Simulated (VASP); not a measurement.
# Ti4Al12O (a cell with a defect) in VASP: single point with PBE

Aim: the single point of Ti4Al12O (a cell with a defect) with PBE.

Everything below comes from runs of VASP 6.6.1. Logs are shortened: lines on timing, memory, paths and dates and some standing lists are left out, and cuts for length are marked.

### 1 The cell of the first run

The cell holds a defect, 17 atoms: a = 5.437 Å, b = 5.437 Å, c = 8.624 Å, α = 90.00°, β = 90.00°, γ = 90.00°.

### 2 Single point, PBE

INCAR reads:

```
SYSTEM = Ti4Al12O
PREC = Accurate
ENCUT = 520
EDIFF = 1E-7
ISMEAR = 1
SIGMA = 0.1
LREAL = Auto
LASPH = .TRUE.
NELM = 60
ALGO = Normal
ISIF = 2
LWAVE = .FALSE.
LCHARG = .TRUE.
GGA = PE
LELF = .TRUE.
LVHAR = .TRUE.
NBANDS = 59
```

KPOINTS reads:

```
Automatic mesh
0
G
  6 6 4
  0 0 0
```

POSCAR reads:

```
Ti4Al12O
1.0
    3.8447514400      3.8447514400      0.0000000000
   -3.8447514400      3.8447514400      0.0000000000
    0.0000000000      0.0000000000      8.6237151300
Ti Al O
4 12 1
Direct
   -0.0228400800     -0.0223180700     -0.0006721800
    0.0018386200      0.4974223400      0.4970249400
    0.4968940100      0.0023619100      0.4970247300
    0.5215747600      0.5221002300     -0.0006752000
   -0.0061734000     -0.0056450600      0.4982966900
    0.0109033200      0.4883568300     -0.0218920900
    0.4878342700      0.0114260900     -0.0219008800
    0.5049072200      0.5054283500      0.4982877800
    0.2493652100      0.2498968500      0.2788887500
    0.2493682000      0.7498881300      0.7460593300
    0.7493693100      0.2498936000      0.7460612900
    0.7493665800      0.7498962500      0.2501734500
    0.2493672300      0.2498958700      0.7316544700
    0.2493655100      0.7498937900      0.2571794800
    0.7493678500      0.2498910200      0.2571776200
    0.7493688700      0.7498886000      0.7417012400
    0.2493672000      0.2498925200      0.0635420600
```

Potentials or basis: VASP PAW PBE potentials, release 64 (Ti_sv, Al, O).

Started as:

```sh
cat potpaw_PBE.64/Ti_sv/POTCAR potpaw_PBE.64/Al/POTCAR potpaw_PBE.64/O/POTCAR > POTCAR
mpirun -np 1 vasp_std > vasp.out
```

OUTCAR:

```text
SYSTEM = Ti4Al12O
   PREC = Accurate
   ENCUT = 520
   EDIFF = 1E-7
   ISMEAR = 1
   LREAL = Auto
   LASPH = .TRUE.
   NELM = 60
   ISIF = 2
   GGA = PE

 ion  position               nearest neighbor table
   1  0.977  0.978  0.999-  17 2.17   6 2.67   7 2.67  12 2.78   6 2.79   7 2.79  16 2.83  11 2.91
                            10 2.91  14 2.94  15 2.94  13 3.12
   2  0.002  0.497  0.497-   9 2.68   8 2.70   5 2.70   5 2.74   8 2.74  13 2.78  14 2.82  15 2.82
                            16 2.87  12 2.88  10 2.88  11 2.88
   3  0.497  0.002  0.497-   9 2.68   5 2.70   8 2.70   8 2.74   5 2.74  13 2.78  14 2.82  15 2.82
                            16 2.87  12 2.88  10 2.88  11 2.88
   4  0.522  0.522  0.999-  17 2.17   7 2.67   6 2.67  12 2.78   6 2.79   7 2.79  16 2.83  10 2.91
                            11 2.91  15 2.94  14 2.94  13 3.12
   5  0.994  0.994  0.498-   3 2.70   2 2.70   9 2.73   3 2.74   2 2.74  13 2.81  16 2.82  15 2.83
                            14 2.83  12 2.85  11 2.87  10 2.87
   6  0.011  0.488  0.978-  17 1.98   1 2.67   4 2.67  11 2.78  10 2.78   4 2.79   1 2.79  13 2.81
                            16 2.86  15 3.08  14 3.08  12 3.09   9 3.18
   7  0.488  0.011  0.978-  17 1.98   4 2.67   1 2.67  11 2.78  10 2.78   4 2.79   1 2.79  13 2.81
                            16 2.86  15 3.08  14 3.08  12 3.09   9 3.18
   8  0.505  0.505  0.498-   2 2.70   3 2.70   9 2.73   3 2.74   2 2.74  13 2.81  16 2.82  15 2.83
                            14 2.83  12 2.85  10 2.87  11 2.87
   9  0.249  0.250  0.279-  17 1.86   2 2.68   3 2.68  14 2.73  15 2.73  15 2.73  14 2.73   8 2.73
                             5 2.73   6 3.18   7 3.18
  10  0.249  0.750  0.746-  16 2.72  16 2.72  13 2.72  13 2.72   7 2.78   6 2.78   5 2.87   8 2.87
                             2 2.88   3 2.88   4 2.91   1 2.91
  11  0.749  0.250  0.746-  16 2.72  16 2.72  13 2.72  13 2.72   7 2.78   6 2.78   5 2.87   8 2.87
                             2 2.88   3 2.88   4 2.91   1 2.91
  12  0.749  0.750  0.250-  15 2.72  14 2.72  14 2.72  15 2.72   1 2.78   4 2.78   8 2.85   5 2.85
                             3 2.88   2 2.88   6 3.09   7 3.09
  13  0.249  0.250  0.732-  10 2.72  11 2.72  11 2.72  10 2.72   2 2.78   3 2.78   7 2.81   6 2.81
                             5 2.81   8 2.81   4 3.12   1 3.12
  14  0.249  0.750  0.257-  12 2.72  12 2.72   9 2.73   9 2.73   3 2.82   2 2.82   8 2.83   5 2.83
                             1 2.94   4 2.94   6 3.08   7 3.08
  15  0.749  0.250  0.257-  12 2.72  12 2.72   9 2.73   9 2.73   2 2.82   3 2.82   8 2.83   5 2.83
                             1 2.94   4 2.94   6 3.08   7 3.08
  16  0.749  0.750  0.742-  11 2.72  10 2.72  10 2.72  11 2.72   5 2.82   8 2.82   4 2.83   1 2.83
                             7 2.86   6 2.86   2 2.87   3 2.87
  17  0.249  0.250  0.064-   9 1.86   6 1.98   7 1.98   4 2.17   1 2.17

  LATTYP: Found a simple tetragonal cell.
 ALAT       =     5.4372996304
 C/A-ratio  =     1.5860290431

  Lattice vectors:

 A1 = (   3.8447514400,   3.8447514400,   0.0000000000)
 A2 = (  -3.8447514400,   3.8447514400,   0.0000000000)
 A3 = (   0.0000000000,   0.0000000000,   8.6237151300)

Analysis of symmetry for initial positions (statically):
=====================================================================
 Subroutine PRICEL returns:
 Original cell was already a primitive cell.

 Routine SETGRP: Setting up the symmetry group for a
 simple tetragonal supercell.

 Subroutine GETGRP returns: Found  4 space group operations
 (whereof  1 operations were pure point group operations)
 out of a pool of 16 trial point group operations.

The static configuration has the point symmetry C_1 .
 The point group associated with its full space group is C_2v.

Analysis of symmetry for dynamics (positions and initial velocities):
=====================================================================
 Subroutine PRICEL returns:
 Original cell was already a primitive cell.

 Routine SETGRP: Setting up the symmetry group for a
 simple tetragonal supercell.

 Subroutine GETGRP returns: Found  4 space group operations
 (whereof  1 operations were pure point group operations)
 out of a pool of 16 trial point group operations.

The dynamic configuration has the point symmetry C_1 .
 The point group associated with its full space group is C_2v.

 Subroutine INISYM returns: Found  4 space group operations
 (whereof  1 operations are pure point group operations),
 and found     1 'primitive' translations

----------------------------------------------------------------------------------------

                                     Primitive cell

  volume of cell :     254.9535
[... 59 lines left out ...]
     0.021674570  0.021674570  0.000000000     0.166666667  0.000000000  0.000000000
    -0.021674570  0.021674570  0.000000000     0.000000000  0.166666667  0.000000000
     0.000000000  0.000000000  0.028989826     0.000000000  0.000000000  0.250000000

  Length of vectors
     0.030652471  0.030652471  0.028989826

  Shift w.r.t. Gamma in fractional coordinates (k-lattice)
     0.000000000  0.000000000  0.000000000

 Subroutine IBZKPT returns following result:
 ===========================================

 Found     39 irreducible k-points:

 Following reciprocal coordinates:
            Coordinates               Weight
  0.000000  0.000000  0.000000      1.000000
  0.166667  0.000000  0.000000      4.000000
  0.333333  0.000000  0.000000      4.000000
  0.500000  0.000000  0.000000      2.000000
  0.166667  0.166667  0.000000      2.000000
 -0.166667  0.166667  0.000000      2.000000
[... 16 lines left out ...]
  0.333333  0.333333  0.250000      4.000000
 -0.333333  0.333333  0.250000      4.000000
 [... further k-points ...]
   k-points           NKPTS =     39   k-points in BZ     NKDIM =     39   number of bands    NBANDS=     59
   number of dos      NEDOS =    301   number of ions     NIONS =     17
   total plane-waves  NPLWV = 102400
   dimension x,y,z NGX =    40 NGY =   40 NGZ =   64
   dimension x,y,z NGXF=    80 NGYF=   80 NGZF=  128
   ions per type =               4  12   1
   NGX,Y,Z   is equivalent  to a cutoff of  12.23, 12.23, 12.34 a.u.
   NGXF,Y,Z  is equivalent  to a cutoff of  24.46, 24.46, 24.68 a.u.
 SYSTEM =  Ti4Al12O
   PREC   = accura    normal or accurate (medium, high low for compatibility)
   ISTART =      0    job   : 0-new  1-cont  2-samecut
   ICHARG =      2    charge: 1-file 2-atom 10-const
   ISPIN  =      1    spin polarized calculation?
   LNONCOLLINEAR =      F non collinear calculations
   LSORBIT =      F    spin-orbit coupling
   LASPH  =      T    aspherical Exc in radial PAW
   ENCUT  =  520.0 eV  38.22 Ry    6.18 a.u.  10.11 10.11 16.03*2*pi/ulx,y,z
   NELM   =     60;   NELMIN=  2; NELMDL= -5     # of ELM steps
   EDIFF  = 0.1E-06   stopping-criterion for ELM
   LREAL  =      T    real-space projection
   EDIFFG = 0.1E-05   stopping-criterion for IOM
   NSW    =      0    number of steps for IOM
   IBRION =     -1    ionic relax: 0-MD 1-quasi-New 2-CG
   NFREE  =      0    steps in history (QN), initial steepest desc. (CG)
   ISIF   =      2    stress and relaxation
   ISYM   =      2    0-nonsym 1-usesym 2-fastsym
   POTIM  = 0.5000    time-step for ionic-motion
   TEBEG  =    0.0;   TEEND  =   0.0 temperature during run
   PSTRESS=    0.0 pullay stress
   NELECT =      90.0000    total number of electrons
   NUPDOWN=      -1.0000    fix difference up-down
   EMIN   =  10.00;   EMAX   =-10.00  energy-range for DOS
   EFERMI =   0.00;   METHOD = LEGACY
   ISMEAR =     1;   SIGMA  =   0.10  broadening in eV -4-tet -1-fermi 0-gaus
   EFERMI_NEDOS =   21; number of points for ismear=-14 and -15
   IALGO  =     38    algorithm
   IMIX   =      4    mixing-type and parameters
     AMIX     =   0.40;   BMIX     =  1.00
     AMIX_MAG =   1.60;   BMIX_MAG =  1.00
  volume/ion in A,a.u.               =      15.00       101.21
  Fermi-wavevector in a.u.,A,eV,Ry     =   1.157005  2.186423 18.213593  1.338661
  Thomas-Fermi vector in A             =   2.293621
   LORBIT       =      0    0 simple, 1 ext, 2 COOP (PROOUT), +10 PAW based schemes
   GGA     = PE    functional components
   LHFCALC =     F    Hartree Fock is set to
   AEXX    =    0.0000 exact exchange contribution
   IVDW    =     0    specifies the selected vdW correction
   LEPSILON=     F    determine dielectric tensor
   LRPA    =     F    only Hartree local field effects (RPA)
 non-spin polarized calculation
 Methfessel and Paxton  Order N= 1 SIGMA  =   0.10
  energy-cutoff  :      520.00
  volume of cell :      254.95
 maximum number of plane-waves:      6900
   NGX = 21   NGY = 21   NGZ = 33

 number of electron      90.0000002 magnetization

 Free energy of the ion-electron system (eV)
  ---------------------------------------------------
  ext. energy  EPLUGINS =         0.00000000
  ---------------------------------------------------
  free energy    TOTEN  =       -89.70424038 eV

  energy without entropy =      -89.70616587  energy(sigma->0) =      -89.70488221

 E-fermi :   8.5954     XC(G=0): -10.8504

 val. band max:        8.5873457657   @ k =   0.1667   0.0000   0.2500
 cond. band min:       8.5986432953   @ k =   0.5000   0.3333   0.2500
 fundamental gap:      0.0112975296
 Fermi energy:         8.5953954354

 k-point     1 :       0.0000    0.0000    0.0000
  band No.  band energies     occupation
      1     -48.2353      2.00000
      2     -48.2319      2.00000
      3     -47.8788      2.00000
      4     -47.8764      2.00000
      5     -24.6890      2.00000
      6     -24.6383      2.00000
[... 1429 lines left out ...]
     56      10.7331      0.00000
     57      10.8016      0.00000

 [... further k-points ...]

 [bands above 57 left out]

------------------------ aborting loop because EDIFF is reached ----------------------------------------

  FORCE on cell =-STRESS in cart. coord.  units (eV):
  Direction    XX          YY          ZZ          XY          YZ          ZX
  --------------------------------------------------------------------------------------
  -------------------------------------------------------------------------------------
  Total        1.8993164      6.4259846      8.3131385      0.0000000      0.0000000      0.0000000
  in kB       11.9356743     40.3821398     52.2413829      0.0000000      0.0000000      0.0000000
  external PRESSURE =      34.8530656 kB  Pullay stress =       0.0000000 kB

 VOLUME and BASIS-vectors are now :
 -----------------------------------------------------------------------------
  energy-cutoff  :      520.00
  volume of cell :      254.95
      direct lattice vectors                 reciprocal lattice vectors
     3.844751440  3.844751440  0.000000000     0.130047419  0.130047419  0.000000000
    -3.844751440  3.844751440  0.000000000    -0.130047419  0.130047419  0.000000000
     0.000000000  0.000000000  8.623715130     0.000000000  0.000000000  0.115959303

 POSITION                                       TOTAL-FORCE (eV/Angst)
 -----------------------------------------------------------------------------------
     -0.00201      7.51588      8.61792         0.000000      0.021242     -0.055174
     -1.90540      1.91953      4.28620        -0.006339      0.000000      0.073384
      1.90135      1.91951      4.28620         0.006339      0.000000      0.073384
     -0.00202      4.01267      8.61789         0.000000     -0.021242     -0.055174
     -0.00203      7.64406      4.29717         0.000000      0.005376     -0.041423
     -1.83569      1.91953      8.43492         0.032345      0.000000      0.108180
[... 9 lines left out ...]
     -0.00200      5.76427      6.39622         0.000000      0.000000     -0.026951
     -0.00202      1.91953      0.54797         0.000000      0.000000      0.292397
 -----------------------------------------------------------------------------------
    total drift:                               -0.011210      0.037639     -0.042145

  FREE ENERGIE OF THE ION-ELECTRON SYSTEM (eV)
  ---------------------------------------------------
  free  energy   TOTEN  =       -89.7042403753 eV

  energy  without entropy=      -89.7061658667  energy(sigma->0) =      -89.70488221
```

Wall time 21 min (1 thread of Oxide Virtual Turin-like, shared host); peak memory 0.49 GiB.

Results:

```
Free energy            : -89.7042 eV
Pressure               : 3.5 GPa
Largest force          : 0.292 eV/Å
Band gap on the k mesh : zero (bands 45 and 46 overlap by 0.42 eV)
```

Forces in eV/Å, atoms in the order of the input:
```
Ti   0.000  0.021 -0.055
Ti  -0.006  0.000  0.073
Ti   0.006  0.000  0.073
Ti   0.000 -0.021 -0.055
Al   0.000  0.005 -0.041
Al   0.032  0.000  0.108
Al  -0.032  0.000  0.108
Al   0.000 -0.005 -0.041
Al   0.000  0.000 -0.159
Al   0.000  0.000 -0.002
Al   0.000  0.000 -0.002
Al   0.000  0.000 -0.045
Al   0.000  0.000 -0.058
Al   0.000  0.000 -0.085
Al   0.000  0.000 -0.085
Al   0.000  0.000 -0.027
O    0.000  0.000  0.292
```

Levels at points of the mesh, in eV from the Fermi level:
```
           k point  band 43  band 44  band 45  band 46  band 47  band 48
(0.00, 0.00, 0.00)    -0.78    -0.59    -0.38     0.49     0.53     0.59
(0.50, 0.00, 0.00)    -0.46    -0.32     0.03     0.13     0.15     0.87
(0.50, 0.50, 0.00)    -0.07     0.02     0.13     0.18     0.21     0.58
(0.00, 0.00, 0.50)    -0.76    -0.55    -0.04     0.61     0.64     0.70
(0.50, 0.00, 0.50)    -0.58    -0.49    -0.45     0.06     0.21     1.15
(0.50, 0.50, 0.50)    -0.02     0.23     0.29     0.35     0.37     0.42
```
